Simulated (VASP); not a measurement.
# Pt (Fm-3m) in VASP: single point with LDA

Aim: the single point of Pt with LDA.

Everything below comes from runs of VASP 6.6.1. Logs are shortened: lines on timing, memory, paths and dates and some standing lists are left out, and cuts for length are marked.

### Step 1. The cell of the first run

Symmetry: Fm-3m, No. 225, cubic system. The conventional cell has a = 3.943 Å, b = 3.943 Å, c = 3.943 Å, α = 90.00°, β = 90.00°, γ = 90.00°. Within 3.7 Å of Pt (site symmetry m-3m) lie 12 Pt at 2.79 Å.

### Step 2. Single point, LDA

INCAR

```
SYSTEM = Pt
PREC = Accurate
ENCUT = 520
EDIFF = 1E-6
ISMEAR = 0
SIGMA = 0.1
LREAL = .FALSE.
LASPH = .TRUE.
NELM = 100
ALGO = Normal
ISIF = 2
LWAVE = .FALSE.
LCHARG = .FALSE.
GGA = CA
NBANDS = 11
```

KPOINTS

```
regular mesh
0
G
  18 18 18
  0 0 0
```

POSCAR

```
Pt
1.0
    0.0000000000      1.9715751800      1.9715751800
    1.9715751800      0.0000000000      1.9715751800
    1.9715751800      1.9715751800      0.0000000000
Pt
1
Direct
    0.0000000000      0.0000000000      0.0000000000
```

Potentials or basis: VASP PAW LDA potentials, release 64 (Pt).

Started as:

```sh
$ cat potpaw_LDA.64/Pt/POTCAR > POTCAR
$ mpirun -np 1 vasp_std > vasp.out
```

OUTCAR:

```text
SYSTEM = Pt
   PREC = Accurate
   ENCUT = 520
   EDIFF = 1E-6
   ISMEAR = 0
   LREAL = .FALSE.
   LASPH = .TRUE.
   NELM = 100
   ISIF = 2
   GGA = CA

 ion  position               nearest neighbor table
   1  0.000  0.000  0.000-

  LATTYP: Found a face centered cubic cell.
 ALAT       =     3.9431503600

  Lattice vectors:

 A1 = (   0.0000000000,   1.9715751800,   1.9715751800)
 A2 = (   1.9715751800,   0.0000000000,   1.9715751800)
 A3 = (   1.9715751800,   1.9715751800,   0.0000000000)

Analysis of symmetry for initial positions (statically):
=====================================================================
 Subroutine PRICEL returns:
 Original cell was already a primitive cell.

 Routine SETGRP: Setting up the symmetry group for a
 face centered cubic supercell.

 Subroutine GETGRP returns: Found 48 space group operations
 (whereof 48 operations were pure point group operations)
 out of a pool of 48 trial point group operations.

The static configuration has the point symmetry O_h .

Analysis of symmetry for dynamics (positions and initial velocities):
=====================================================================
 Subroutine PRICEL returns:
 Original cell was already a primitive cell.

 Routine SETGRP: Setting up the symmetry group for a
 face centered cubic supercell.

 Subroutine GETGRP returns: Found 48 space group operations
 (whereof 48 operations were pure point group operations)
 out of a pool of 48 trial point group operations.

The dynamic configuration has the point symmetry O_h .

 Subroutine INISYM returns: Found 48 space group operations
 (whereof 48 operations are pure point group operations),
 and found     1 'primitive' translations

----------------------------------------------------------------------------------------

                                     Primitive cell

  volume of cell :      15.3275

  direct lattice vectors                    reciprocal lattice vectors
     0.000000000  1.971575180  1.971575180    -0.253604329  0.253604329  0.253604329
     1.971575180  0.000000000  1.971575180     0.253604329 -0.253604329  0.253604329
     1.971575180  1.971575180  0.000000000     0.253604329  0.253604329 -0.253604329

  length of vectors
     2.788228359  2.788228359  2.788228359     0.439255582  0.439255582  0.439255582

  position of ions in fractional coordinates (direct lattice)
     0.000000000  0.000000000  0.000000000

  ion indices of the primitive-cell ions
   primitive index   ion index
                 1           1

----------------------------------------------------------------------------------------

 KPOINTS: regular mesh

Automatic generation of k-mesh.
 Grid dimensions read from file:
 generate k-points for:   18   18   18

 Generating k-lattice:

  Cartesian coordinates                     Fractional coordinates (reciprocal lattice)
    -0.014089129  0.014089129  0.014089129     0.055555556  0.000000000  0.000000000
     0.014089129 -0.014089129  0.014089129     0.000000000  0.055555556  0.000000000
     0.014089129  0.014089129 -0.014089129     0.000000000  0.000000000  0.055555556

  Length of vectors
     0.024403088  0.024403088  0.024403088

  Shift w.r.t. Gamma in fractional coordinates (k-lattice)
     0.000000000  0.000000000  0.000000000

 Subroutine IBZKPT returns following result:
 ===========================================

 Found    195 irreducible k-points:

 Following reciprocal coordinates:
            Coordinates               Weight
  0.000000  0.000000  0.000000      1.000000
  0.055556  0.000000  0.000000      8.000000
  0.111111  0.000000  0.000000      8.000000
  0.166667  0.000000  0.000000      8.000000
  0.222222  0.000000  0.000000      8.000000
  0.277778  0.000000  0.000000      8.000000
[... 16 lines left out ...]
 -0.277778  0.055556  0.000000     24.000000
 -0.222222  0.055556  0.000000     24.000000
 [... further k-points ...]
   k-points           NKPTS =    195   k-points in BZ     NKDIM =    195   number of bands    NBANDS=     11
   number of dos      NEDOS =    301   number of ions     NIONS =      1
   total plane-waves  NPLWV =  13824
   dimension x,y,z NGX =    24 NGY =   24 NGZ =   24
   dimension x,y,z NGXF=    48 NGYF=   48 NGZF=   48
   ions per type =               1
   NGX,Y,Z   is equivalent  to a cutoff of  14.31, 14.31, 14.31 a.u.
   NGXF,Y,Z  is equivalent  to a cutoff of  28.62, 28.62, 28.62 a.u.
 SYSTEM =  Pt
   PREC   = accura    normal or accurate (medium, high low for compatibility)
   ISTART =      0    job   : 0-new  1-cont  2-samecut
   ICHARG =      2    charge: 1-file 2-atom 10-const
   ISPIN  =      1    spin polarized calculation?
   LNONCOLLINEAR =      F non collinear calculations
   LSORBIT =      F    spin-orbit coupling
   LASPH  =      T    aspherical Exc in radial PAW
   ENCUT  =  520.0 eV  38.22 Ry    6.18 a.u.   5.18  5.18  5.18*2*pi/ulx,y,z
   NELM   =    100;   NELMIN=  2; NELMDL= -5     # of ELM steps
   EDIFF  = 0.1E-05   stopping-criterion for ELM
   LREAL  =      F    real-space projection
   EDIFFG = 0.1E-04   stopping-criterion for IOM
   NSW    =      0    number of steps for IOM
   IBRION =     -1    ionic relax: 0-MD 1-quasi-New 2-CG
   NFREE  =      0    steps in history (QN), initial steepest desc. (CG)
   ISIF   =      2    stress and relaxation
   ISYM   =      2    0-nonsym 1-usesym 2-fastsym
   POTIM  = 0.5000    time-step for ionic-motion
   TEBEG  =    0.0;   TEEND  =   0.0 temperature during run
   PSTRESS=    0.0 pullay stress
   NELECT =      10.0000    total number of electrons
   NUPDOWN=      -1.0000    fix difference up-down
   EMIN   =  10.00;   EMAX   =-10.00  energy-range for DOS
   EFERMI =   0.00;   METHOD = LEGACY
   ISMEAR =     0;   SIGMA  =   0.10  broadening in eV -4-tet -1-fermi 0-gaus
   EFERMI_NEDOS =   21; number of points for ismear=-14 and -15
   IALGO  =     38    algorithm
   IMIX   =      4    mixing-type and parameters
     AMIX     =   0.40;   BMIX     =  1.00
     AMIX_MAG =   1.60;   BMIX_MAG =  1.00
  volume/ion in A,a.u.               =      15.33       103.43
  Fermi-wavevector in a.u.,A,eV,Ry     =   1.419880  2.683183 27.430132  2.016058
  Thomas-Fermi vector in A             =   2.540854
   LORBIT       =      0    0 simple, 1 ext, 2 COOP (PROOUT), +10 PAW based schemes
   GGA     = CA    functional components
   LHFCALC =     F    Hartree Fock is set to
   AEXX    =    0.0000 exact exchange contribution
   IVDW    =     0    specifies the selected vdW correction
   LEPSILON=     F    determine dielectric tensor
   LRPA    =     F    only Hartree local field effects (RPA)
 non-spin polarized calculation
 Gauss-broadening in eV      SIGMA  =   0.10
  energy-cutoff  :      520.00
  volume of cell :       15.33
 maximum number of plane-waves:       424
 NGX is ok and might be reduce to    24
   NGX = 11   NGY = 11   NGZ = 11

 number of electron      10.0000001 magnetization

 Free energy of the ion-electron system (eV)
  ---------------------------------------------------
  ext. energy  EPLUGINS =         0.00000000
  ---------------------------------------------------
  free energy    TOTEN  =        -7.49058882 eV

  energy without entropy =       -7.47963159  energy(sigma->0) =       -7.48511020

 E-fermi :  10.8254     XC(G=0): -13.5939

 val. band max:       10.8194105838   @ k =   0.3889   0.3333   0.0556
 cond. band min:      10.8273305813   @ k =   0.3889   0.2778   0.0000
 fundamental gap:      0.0079199975
 Fermi energy:        10.8254275325

 k-point     1 :       0.0000    0.0000    0.0000
  band No.  band energies     occupation
      1       0.7602      2.00000
      2       7.1036      2.00000
      3       7.1036      2.00000
      4       7.1036      2.00000
      5       9.2386      2.00000
      6       9.2386      2.00000
      7      25.4944      0.00000
      8      30.3222      0.00000
      9      30.3222      0.00000
     10      30.3222      0.00000
     11      35.7164      0.00000

 k-point     2 :       0.0556    0.0000    0.0000
  band No.  band energies     occupation
      1       0.8829      2.00000
      2       7.0492      2.00000
      3       7.1525      2.00000
      4       7.1525      2.00000
      5       9.2111      2.00000
      6       9.2111      2.00000
      7      25.6848      0.00000
      8      29.6669      0.00000
      9      30.5097      0.00000
     10      30.5097      0.00000
     11      36.4340      0.00000

 k-point     3 :       0.1111    0.0000    0.0000
  band No.  band energies     occupation
      1       1.2400      2.00000
      2       6.9096      2.00000
      3       7.2808      2.00000
      4       7.2808      2.00000
      5       9.1522      2.00000
      6       9.1522      2.00000
      7      26.2025      0.00000
      8      28.2801      0.00000
      9      31.0543      0.00000
     10      31.0543      0.00000
     11      37.1327      0.00000

 k-point     4 :       0.1667    0.0000    0.0000
  band No.  band energies     occupation
      1       1.7930      2.00000
      2       6.7539      2.00000
      3       7.4262      2.00000
      4       7.4262      2.00000
      5       9.1357      2.00000
      6       9.1357      2.00000
      7      26.6442      0.00000
      8      26.8934      0.00000
      9      31.8981      0.00000
     10      31.8981      0.00000
     11      35.5132      0.00000
[... 239 lines left out ...]
 k-point    22 :      -0.3333    0.0556    0.0000
  band No.  band energies     occupation
      1       3.6303      2.00000
      2       7.2118      2.00000
      3       7.3236      2.00000
      4       7.7424      2.00000
      5       9.9041      2.00000
      6      10.6332      1.99345
      7      20.3672      0.00000
      8      26.1345      0.00000
      9      30.2387      0.00000
     10      32.1870      0.00000
     11      35.4569      0.00000

 k-point    23 :      -0.2778    0.0556    0.0000
  band No.  band energies     occupation
      1       3.3343      2.00000
      2       6.9488      2.00000
      3       7.3928      2.00000
      4       7.4639      2.00000
      5       9.4223      2.00000
      6      10.1396      2.00000
      7      22.4489      0.00000
      8      26.8302      0.00000
      9      31.1462      0.00000
     10      33.8725      0.00000
     11      33.9628      0.00000

 k-point    24 :      -0.2222    0.0556    0.0000
  band No.  band energies     occupation
      1       2.7795      2.00000
      2       6.6288      2.00000
      3       7.4959      2.00000
      4       7.5608      2.00000
      5       9.0444      2.00000
      6       9.7102      2.00000
      7      24.4091      0.00000
      8      27.3354      0.00000
      9      31.6732      0.00000
     10      33.1341      0.00000
     11      34.3678      0.00000

 [... further k-points ...]

------------------------ aborting loop because EDIFF is reached ----------------------------------------

  FORCE on cell =-STRESS in cart. coord.  units (eV):
  Direction    XX          YY          ZZ          XY          YZ          ZX
  --------------------------------------------------------------------------------------
  -------------------------------------------------------------------------------------
  Total       -0.9428947     -0.9428947     -0.9428947     -0.0000000      0.0000000      0.0000000
  in kB      -98.5606937    -98.5606937    -98.5606937     -0.0000000      0.0000000      0.0000000
  external PRESSURE =     -98.5606937 kB  Pullay stress =       0.0000000 kB

 VOLUME and BASIS-vectors are now :
 -----------------------------------------------------------------------------
  energy-cutoff  :      520.00
  volume of cell :       15.33
      direct lattice vectors                 reciprocal lattice vectors
     0.000000000  1.971575180  1.971575180    -0.253604329  0.253604329  0.253604329
     1.971575180  0.000000000  1.971575180     0.253604329 -0.253604329  0.253604329
     1.971575180  1.971575180  0.000000000     0.253604329  0.253604329 -0.253604329

 POSITION                                       TOTAL-FORCE (eV/Angst)
 -----------------------------------------------------------------------------------
      0.00000      0.00000      0.00000         0.000000      0.000000      0.000000
 -----------------------------------------------------------------------------------
    total drift:                               -0.000000     -0.000000     -0.000000

  FREE ENERGIE OF THE ION-ELECTRON SYSTEM (eV)
  ---------------------------------------------------
  free  energy   TOTEN  =        -7.4905888187 eV

  energy  without entropy=       -7.4796315885  energy(sigma->0) =       -7.48511020
```

It took 16 s on 1 thread of AMD EPYC 9R45 (Zen 5), shared host; peak memory 0.13 GiB.

What came out:

```
Free energy            : -7.4906 eV
Pressure               : -9.9 GPa
Band gap on the k mesh : zero (bands 5 and 6 overlap by 2.16 eV)
```

Caveat: the cell stands under tension; spin-orbit coupling is left out, which moves the levels of the heavy elements.
